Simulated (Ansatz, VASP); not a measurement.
## Two plane-wave programs on Ti

```
Ti
1.0
     0.00000    2.03184    2.03184
     2.03184    0.00000    2.03184
     2.03184    2.03184    0.00000
Ti
1
Direct
  0.00000 0.00000 0.00000
```

Alike in both runs: functional PBEsol; k mesh 20 × 20 × 20; occupations fermi-dirac, width 0.15 eV; no spin polarisation.

Ansatz relaxed the structure, and its values are those at the end. VASP's run is a single point on that final structure, the one shown.

|  | VASP | Ansatz |
| --- | --- | --- |
| version | VASP 6.6.1 | Ansatz 0.2.0 |
| potentials or method | VASP PAW PBE potentials, release 64 (Ti_sv), cutoff 520 eV | scalar-relativistic, plane waves, PAW |
| valence electrons in the cell | 12 | 12 |

Ansatz gave:

- gap on the k mesh at the Fermi level (eV): none
- pressure (GPa): 0.0

Q: Estimate VASP's values.

A: gap on the k mesh at the Fermi level (eV): none; pressure (GPa): -0.3.

VASP's potentials were made for PBE, not for PBEsol. A gap of «none» marks a metal or a gap that the smearing closes.
